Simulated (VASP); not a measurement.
# B3Pd (R-3m) in VASP: a series of runs

B3Pd is run at these levels: PBE; tasks: single point.

Everything below comes from runs of VASP 6.6.1. Logs are shortened: lines on timing, memory, paths and dates and some standing lists are left out, and cuts for length are marked.

## Step 1: The cell of the first run

The structure is trigonal, space group R-3m (No. 166). Conventional cell: a = 5.174 Å, b = 5.174 Å, c = 4.728 Å, α = 90.00°, β = 90.00°, γ = 120.00°. B (site symmetry 2/m) has 8 B at 2.17 to 2.59 Å and 4 Pd at 2.17 to 2.59 Å within 2.9 Å. Pd (site symmetry -3m) has 12 B at 2.17 to 2.59 Å within 2.9 Å.

## Step 2: Single point, PBE

Contents of INCAR:

```
PREC = Accurate
ENCUT = 500
EDIFF = 1E-6
ISMEAR = 0
SIGMA = 0.2
LREAL = False
LASPH = True
NELM = 120
ALGO = Normal
ISIF = 2
LWAVE = False
LCHARG = False
GGA = PE
NBANDS = 18
GGA_COMPAT = False
```

Contents of KPOINTS:

```
regular mesh
0
Gamma
  6 6 6
```

Contents of POSCAR:

```
B3Pd
1.0
    2.5870531867      1.4936358523      1.5761091283
   -2.5870531867      1.4936358523      1.5761091283
    0.0000000000     -2.9872717089      1.5761091242
B Pd
3 1
Direct
    0.5000000000      0.0000000000      0.5000000000
    0.5000000000      0.5000000000      0.0000000000
    0.0000000000      0.5000000000      0.5000000000
    0.0000000000      0.0000000000      0.0000000000
```

Potentials or basis: VASP PAW PBE potentials, release 64 (B, Pd).

Command:

```bash
> cat potpaw_PBE.64/B/POTCAR potpaw_PBE.64/Pd/POTCAR > POTCAR
> mpirun -np 1 vasp_std > vasp.out
```

OUTCAR:

```text
PREC = Accurate
   ENCUT = 500
   EDIFF = 1E-6
   ISMEAR = 0
   LREAL = False
   LASPH = True
   NELM = 120
   ISIF = 2
   GGA = PE

 ion  position               nearest neighbor table
   1  0.500  0.000  0.500-   2 2.17   4 2.17   2 2.17   4 2.17   3 2.17   3 2.17   4 2.59   4 2.59

   2  0.500  0.500  0.000-   1 2.17   3 2.17   1 2.17   3 2.17   4 2.17   4 2.17   4 2.59   4 2.59

   3  0.000  0.500  0.500-   2 2.17   4 2.17   4 2.17   2 2.17   1 2.17   1 2.17   4 2.59   4 2.59

   4  0.000  0.000  0.000-   1 2.17   3 2.17   3 2.17   1 2.17   2 2.17   2 2.17   1 2.59   1 2.59
                             3 2.59   3 2.59   2 2.59   2 2.59

  LATTYP: Found a trigonal (rhomboedric) cell.
 ALAT       =     3.3775601008
 COS(alpha) =    -0.1733688081

  Lattice vectors:

 A1 = (   2.5870531867,   1.4936358523,   1.5761091283)
 A2 = (  -2.5870531867,   1.4936358523,   1.5761091283)
 A3 = (   0.0000000000,  -2.9872717089,   1.5761091242)

Analysis of symmetry for initial positions (statically):
=====================================================================
 Subroutine PRICEL returns:
 Original cell was already a primitive cell.

 Routine SETGRP: Setting up the symmetry group for a
 trigonal (rhombohedral) supercell.

 Subroutine GETGRP returns: Found 12 space group operations
 (whereof 12 operations were pure point group operations)
 out of a pool of 12 trial point group operations.

The static configuration has the point symmetry D_3d.

Analysis of symmetry for dynamics (positions and initial velocities):
=====================================================================
 Subroutine PRICEL returns:
 Original cell was already a primitive cell.

 Routine SETGRP: Setting up the symmetry group for a
 trigonal (rhombohedral) supercell.

 Subroutine GETGRP returns: Found 12 space group operations
 (whereof 12 operations were pure point group operations)
 out of a pool of 12 trial point group operations.

The dynamic configuration has the point symmetry D_3d.

 Subroutine INISYM returns: Found 12 space group operations
 (whereof 12 operations are pure point group operations),
 and found     1 'primitive' translations

----------------------------------------------------------------------------------------

                                     Primitive cell

  volume of cell :      36.5416

  direct lattice vectors                    reciprocal lattice vectors
     2.587053187  1.493635852  1.576109128     0.193270089  0.111584538  0.211491278
    -2.587053187  1.493635852  1.576109128    -0.193270089  0.111584538  0.211491278
     0.000000000 -2.987271709  1.576109124     0.000000000 -0.223169076  0.211491278

  length of vectors
     3.377560101  3.377560101  3.377560101     0.307462188  0.307462188  0.307462188

  position of ions in fractional coordinates (direct lattice)
     0.500000000  1.000000000  0.500000000
     0.500000000  0.500000000  0.000000000
     1.000000000  0.500000000  0.500000000
     0.000000000  0.000000000  0.000000000

  ion indices of the primitive-cell ions
   primitive index   ion index
                 1           1
                 2           2
                 3           3
                 4           4

----------------------------------------------------------------------------------------

 KPOINTS: regular mesh

Automatic generation of k-mesh.
 Grid dimensions read from file:
 generate k-points for:    6    6    6

 Generating k-lattice:

  Cartesian coordinates                     Fractional coordinates (reciprocal lattice)
     0.032211682  0.018597423  0.035248546     0.166666667 -0.000000000 -0.000000000
    -0.032211682  0.018597423  0.035248546    -0.000000000  0.166666667 -0.000000000
     0.000000000 -0.037194846  0.035248546    -0.000000000 -0.000000000  0.166666667

  Length of vectors
     0.051243698  0.051243698  0.051243698

  Shift w.r.t. Gamma in fractional coordinates (k-lattice)
     0.000000000  0.000000000  0.000000000

 Subroutine IBZKPT returns following result:
 ===========================================

 Found     32 irreducible k-points:

 Following reciprocal coordinates:
            Coordinates               Weight
  0.000000  0.000000  0.000000      1.000000
  0.166667  0.000000  0.000000      6.000000
  0.333333  0.000000  0.000000      6.000000
  0.500000  0.000000  0.000000      3.000000
  0.166667  0.166667  0.000000      6.000000
  0.333333  0.166667  0.000000     12.000000
[... 16 lines left out ...]
  0.500000  0.500000  0.166667      6.000000
 -0.333333  0.500000  0.166667     12.000000
 [... further k-points ...]
   k-points           NKPTS =     32   k-points in BZ     NKDIM =     32   number of bands    NBANDS=     18
   number of dos      NEDOS =    301   number of ions     NIONS =      4
   total plane-waves  NPLWV =  21952
   dimension x,y,z NGX =    28 NGY =   28 NGZ =   28
   dimension x,y,z NGXF=    56 NGYF=   56 NGZF=   56
   ions per type =               3   1
   NGX,Y,Z   is equivalent  to a cutoff of  13.78, 13.78, 13.78 a.u.
   NGXF,Y,Z  is equivalent  to a cutoff of  27.56, 27.56, 27.56 a.u.
 SYSTEM =  unknown system
   PREC   = accura    normal or accurate (medium, high low for compatibility)
   ISTART =      0    job   : 0-new  1-cont  2-samecut
   ICHARG =      2    charge: 1-file 2-atom 10-const
   ISPIN  =      1    spin polarized calculation?
   LNONCOLLINEAR =      F non collinear calculations
   LSORBIT =      F    spin-orbit coupling
   LASPH  =      T    aspherical Exc in radial PAW
   ENCUT  =  500.0 eV  36.75 Ry    6.06 a.u.   6.16  6.16  6.16*2*pi/ulx,y,z
   NELM   =    120;   NELMIN=  2; NELMDL= -5     # of ELM steps
   EDIFF  = 0.1E-05   stopping-criterion for ELM
   LREAL  =      F    real-space projection
   EDIFFG = 0.1E-04   stopping-criterion for IOM
   NSW    =      0    number of steps for IOM
   IBRION =     -1    ionic relax: 0-MD 1-quasi-New 2-CG
   NFREE  =      0    steps in history (QN), initial steepest desc. (CG)
   ISIF   =      2    stress and relaxation
   ISYM   =      2    0-nonsym 1-usesym 2-fastsym
   POTIM  = 0.5000    time-step for ionic-motion
   TEBEG  =    0.0;   TEEND  =   0.0 temperature during run
   PSTRESS=    0.0 pullay stress
   NELECT =      19.0000    total number of electrons
   NUPDOWN=      -1.0000    fix difference up-down
   EMIN   =  10.00;   EMAX   =-10.00  energy-range for DOS
   EFERMI =   0.00;   METHOD = LEGACY
   ISMEAR =     0;   SIGMA  =   0.20  broadening in eV -4-tet -1-fermi 0-gaus
   EFERMI_NEDOS =   21; number of points for ismear=-14 and -15
   IALGO  =     38    algorithm
   IMIX   =      4    mixing-type and parameters
     AMIX     =   0.40;   BMIX     =  1.00
     AMIX_MAG =   1.60;   BMIX_MAG =  1.00
  volume/ion in A,a.u.               =       9.14        61.65
  Fermi-wavevector in a.u.,A,eV,Ry     =   1.316427  2.487687 23.578630  1.732980
  Thomas-Fermi vector in A             =   2.446540
   LORBIT       =      0    0 simple, 1 ext, 2 COOP (PROOUT), +10 PAW based schemes
   GGA     = PE    functional components
   LHFCALC =     F    Hartree Fock is set to
   AEXX    =    0.0000 exact exchange contribution
   IVDW    =     0    specifies the selected vdW correction
   LEPSILON=     F    determine dielectric tensor
   LRPA    =     F    only Hartree local field effects (RPA)
 non-spin polarized calculation
 Gauss-broadening in eV      SIGMA  =   0.20
  energy-cutoff  :      500.00
  volume of cell :       36.54
 maximum number of plane-waves:       948
 NGX is ok and might be reduce to    28
   NGX = 13   NGY = 13   NGZ = 13

 number of electron      19.0000005 magnetization

 Free energy of the ion-electron system (eV)
  ---------------------------------------------------
  ext. energy  EPLUGINS =         0.00000000
  ---------------------------------------------------
  free energy    TOTEN  =       -20.60806214 eV

  energy without entropy =      -20.58535710  energy(sigma->0) =      -20.59670962

 E-fermi :   9.0358     XC(G=0): -12.5705

 val. band max:        9.0152138688   @ k =  -0.3333   0.3333   0.3333
 cond. band min:       9.0745515635   @ k =   0.3333   0.0000   0.0000
 fundamental gap:      0.0593376947
 Fermi energy:         9.0357706537

 k-point     1 :       0.0000    0.0000    0.0000
  band No.  band energies     occupation
      1      -4.7596      2.00000
      2       2.5050      2.00000
      3       2.5050      2.00000
      4       4.6655      2.00000
      5       4.6655      2.00000
      6       4.6813      2.00000
[... 10 lines left out ...]
     17      18.1173      0.00000
     18      19.5503      0.00000

 k-point     2 :       0.1667    0.0000    0.0000
  band No.  band energies     occupation
      1      -4.4004      2.00000
      2       1.7683      2.00000
      3       2.5715      2.00000
      4       3.7560      2.00000
      5       4.2665      2.00000
      6       4.5600      2.00000
[... 10 lines left out ...]
     17      17.9598      0.00000
     18      19.3164      0.00000

 k-point     3 :       0.3333    0.0000    0.0000
  band No.  band energies     occupation
      1      -3.3628      2.00000
      2       0.1137      2.00000
      3       2.6931      2.00000
      4       2.9900      2.00000
      5       3.4288      2.00000
      6       4.5594      2.00000
[... 10 lines left out ...]
     17      19.1887      0.00000
     18      19.7300      0.00000

 k-point     4 :       0.5000    0.0000    0.0000
  band No.  band energies     occupation
      1      -1.9047      2.00000
      2      -1.6235      2.00000
      3       2.5912      2.00000
      4       2.8949      2.00000
      5       3.0012      2.00000
      6       4.6072      2.00000
[... 10 lines left out ...]
     17      19.4562      0.00000
     18      20.3553      0.00000

 k-point     5 :       0.1667    0.1667    0.0000
  band No.  band energies     occupation
      1      -3.9000      2.00000
      2       1.3363      2.00000
      3       2.1310      2.00000
      4       3.3316      2.00000
      5       3.9988      2.00000
      6       4.1843      2.00000
[... 10 lines left out ...]
     17      17.6912      0.00000
     18      19.6524      0.00000

 k-point     6 :       0.3333    0.1667    0.0000
  band No.  band energies     occupation
      1      -2.7736      2.00000
      2      -0.0223      2.00000
      3       1.9097      2.00000
      4       3.0016      2.00000
      5       3.2756      2.00000
      6       4.1593      2.00000
[... 10 lines left out ...]
     17      18.2898      0.00000
     18      21.1789      0.00000

 k-point     7 :       0.5000    0.1667   -0.0000
  band No.  band energies     occupation
      1      -1.9177      2.00000
      2      -1.0902      2.00000
      3       2.2405      2.00000
      4       2.8625      2.00000
      5       3.0755      2.00000
      6       4.1827      2.00000
[... 10 lines left out ...]
     17      18.2920      0.00000
     18      21.0722      0.00000

 k-point     8 :      -0.3333    0.1667   -0.0000
  band No.  band energies     occupation
      1      -3.3226      2.00000
      2       0.5709      2.00000
      3       2.5301      2.00000
      4       2.9439      2.00000
      5       3.6722      2.00000
      6       4.0862      2.00000
[... 10 lines left out ...]
     17      18.6092      0.00000
     18      19.3147      0.00000
[... 229 lines left out ...]
     17      17.8535      0.00000
     18      23.2591      0.00000

 k-point    20 :       0.5000    0.3333    0.1667
  band No.  band energies     occupation
      1      -1.3792      2.00000
      2       0.3268      2.00000
      3       1.3484      2.00000
      4       2.3317      2.00000
      5       2.9070      2.00000
      6       3.8159      2.00000
[... 10 lines left out ...]
     17      19.1166      0.00000
     18      21.8708      0.00000

 k-point    21 :      -0.3333    0.3333    0.1667
  band No.  band energies     occupation
      1      -2.3634      2.00000
      2       0.6367      2.00000
      3       2.2720      2.00000
      4       2.5752      2.00000
      5       3.1248      2.00000
      6       3.7671      2.00000
[... 10 lines left out ...]
     17      19.6756      0.00000
     18      20.3070      0.00000

 k-point    22 :      -0.1667    0.3333    0.1667
  band No.  band energies     occupation
      1      -2.8726      2.00000
      2       0.3203      2.00000
      3       2.4269      2.00000
      4       3.0829      2.00000
      5       3.2150      2.00000
      6       3.7736      2.00000
[... 10 lines left out ...]
     17      19.4718      0.00000
     18      20.4143      0.00000

 k-point    23 :       0.5000    0.5000    0.1667
  band No.  band energies     occupation
      1      -0.8847      2.00000
      2      -0.0445      2.00000
      3       1.4796      2.00000
      4       2.4008      2.00000
      5       2.9643      2.00000
      6       4.0574      2.00000
[... 10 lines left out ...]
     17      19.4424      0.00000
     18      19.8580      0.00000

 k-point    24 :      -0.3333    0.5000    0.1667
  band No.  band energies     occupation
      1      -1.2998      2.00000
      2      -0.3229      2.00000
      3       1.5404      2.00000
      4       3.0416      2.00000
      5       3.2891      2.00000
      6       3.6657      2.00000
[... 10 lines left out ...]
     17      18.5998      0.00000
     18      19.0754      0.00000

 [... further k-points ...]

------------------------ aborting loop because EDIFF is reached ----------------------------------------

  FORCE on cell =-STRESS in cart. coord.  units (eV):
  Direction    XX          YY          ZZ          XY          YZ          ZX
  --------------------------------------------------------------------------------------
  -------------------------------------------------------------------------------------
  Total        0.0318895      0.0318895     -0.0310848      0.0000000      0.0000000     -0.0000000
  in kB        1.3982038      1.3982038     -1.3629219      0.0000000      0.0000000     -0.0000000
  external PRESSURE =       0.4778286 kB  Pullay stress =       0.0000000 kB

 VOLUME and BASIS-vectors are now :
 -----------------------------------------------------------------------------
  energy-cutoff  :      500.00
  volume of cell :       36.54
      direct lattice vectors                 reciprocal lattice vectors
     2.587053187  1.493635852  1.576109128     0.193270089  0.111584538  0.211491278
    -2.587053187  1.493635852  1.576109128    -0.193270089  0.111584538  0.211491278
     0.000000000 -2.987271709  1.576109124     0.000000000 -0.223169076  0.211491278

 POSITION                                       TOTAL-FORCE (eV/Angst)
 -----------------------------------------------------------------------------------
      1.29353     -0.74682      1.57611         0.000000      0.000000     -0.000000
      0.00000      1.49364      1.57611        -0.000000     -0.000000      0.000000
     -1.29353     -0.74682      1.57611        -0.000000      0.000000      0.000000
      0.00000      0.00000      0.00000         0.000000      0.000000      0.000000
 -----------------------------------------------------------------------------------
    total drift:                               -0.000000     -0.000000     -0.000000

  FREE ENERGIE OF THE ION-ELECTRON SYSTEM (eV)
  ---------------------------------------------------
  free  energy   TOTEN  =       -20.6080621367 eV

  energy  without entropy=      -20.5853570962  energy(sigma->0) =      -20.59670962
```

Wall time 9.1 s (1 thread of Intel Xeon 6975P-C (Granite Rapids), shared host); peak memory 0.16 GiB.

What came out:

```
Free energy : -20.6081 eV
Pressure    : 0.0 GPa
```

Levels at points of the mesh, in eV from the Fermi level:
| k point | band 7 | band 8 | band 9 | band 10 | band 11 | band 12 |
| --- | --- | --- | --- | --- | --- | --- |
| (0.00, 0.00, 0.00) | -3.90 | -3.90 | -2.17 | 0.59 | 3.03 | 3.03 |
| (0.50, 0.00, 0.00) | -3.24 | -1.92 | -0.16 | 0.05 | 2.00 | 3.56 |
| (0.50, 0.50, 0.00) | -3.45 | -2.52 | -1.60 | 0.24 | 3.04 | 3.26 |
| (0.50, 0.50, 0.50) | -3.44 | -3.44 | -2.38 | -0.21 | -0.07 | -0.07 |

## Step 3: Single point, PBE

This run uses another cell than the first one, of 9.47 Å³/atom, 1.037 times its volume.

Contents of INCAR:

```
PREC     = Accurate       # precision mode
ENCUT    = 500            # plane-wave cutoff, eV
EDIFF    = 1E-6           # SCF threshold, eV
ISMEAR   = 0              # smearing method
SIGMA    = 0.2            # smearing width, eV
LREAL    = False          # projectors in reciprocal space
LASPH    = True           # aspherical terms in the spheres
NELM     = 120            # most SCF steps
ALGO     = Normal         # electronic algorithm
ISIF     = 2              # what is computed and relaxed
LWAVE    = False          # write WAVECAR
LCHARG   = False          # write CHGCAR
GGA      = PE             # functional
NBANDS   = 18             # bands
GGA_COMPAT= False
```

KPOINTS is that of step 2.

Contents of POSCAR:

```
B3Pd
1.0
    2.0813033006      1.2016410191      2.5246724455
   -2.0813033006      1.2016410191      2.5246724455
    0.0000000000     -2.4032820435      2.5246724429
B Pd
3 1
Direct
    0.2867282051      0.2867282051      0.2867282051
    0.7132717949      0.7132717949      0.7132717949
    0.5000000000      0.5000000000      0.5000000000
    0.0000000000      0.0000000000      0.0000000000
```

Potentials or basis: VASP PAW PBE potentials, release 64 (B, Pd).

Command:

```bash
> cat potpaw_PBE.64/B/POTCAR potpaw_PBE.64/Pd/POTCAR > POTCAR
> mpirun -np 1 vasp_std > vasp.out
```

Run time: 14 s. Hardware: 1 thread of Intel Xeon 6975P-C (Granite Rapids), shared host; peak memory 0.16 GiB.

Results (log left out):

```yaml
Free_energy: -21.8908 eV
Pressure: 0.3 GPa
Largest_force: 0.018 eV/Å
```

Forces on the atoms (eV/Å):
```
B    0.000  0.000 -0.018
B    0.000  0.000  0.018
B    0.000  0.000  0.000
Pd   0.000  0.000  0.000
```

Stress tensor (GPa, compression positive):
```
0.06 0.00 0.00
0.00 0.06 0.00
0.00 0.00 0.76
```

Levels at points of the mesh, in eV from the Fermi level:
```
           k point  band 7  band 8  band 9  band 10  band 11  band 12  band 13  band 14
(0.00, 0.00, 0.00)   -3.74   -0.17   -0.17    -0.13     0.31     2.27     2.27     4.48
(0.50, 0.00, 0.00)   -2.79   -1.54   -1.39    -1.31     2.76     3.42     4.22     5.97
(0.50, 0.50, 0.00)   -3.64   -3.04   -2.51    -0.94     2.61     2.82     5.70     6.55
(0.50, 0.50, 0.50)   -3.15   -3.15   -0.34    -0.34     0.65     0.65     3.61     6.87
```
